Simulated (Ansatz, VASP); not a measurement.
## FeNi2: VASP beside Ansatz

```
CELL_PARAMETERS angstrom
0.00000 3.31818 3.31818
3.31818 0.00000 3.31818
3.31818 3.31818 0.00000
ATOMIC_POSITIONS crystal
Ni 0.62500 0.62500 0.62500
Ni 0.12500 0.62500 0.62500
Ni 0.62500 0.12500 0.62500
Ni 0.62500 0.62500 0.12500
Fe 0.00000 0.00000 0.00000
Fe 0.25000 0.25000 0.25000
```

Alike in both runs: task single point; functional PBE; k mesh 7 × 7 × 7; occupations fermi-dirac, width 0.05 eV; collinear spin.

```csv
,VASP,Ansatz
version,VASP 6.6.1,Ansatz 0.2.0
potentials or method,"VASP PAW PBE potentials, release 64 (Ni, Fe)",Ansatz PAW
plane-wave cutoff (eV),520,420
valence electrons in the cell,56,104
```

```csv
,VASP,Ansatz,Ansatz less VASP
gap on the k mesh at the Fermi level (eV),none,none,-
pressure (GPa),-6.3,-6.4,-0.06
net moment per atom (μB),1.33,1.34,+0.008
size of the moment on the site where the two differ most (μB),0.53,0.60,+0.066
```

Site moments also hang on the region over which each program counts them. A gap of «none» marks a metal or a gap that the smearing closes. VASP's potentials hold 56 valence electrons a cell and Ansatz's 104, so a difference there can come from the potentials and not from the codes.
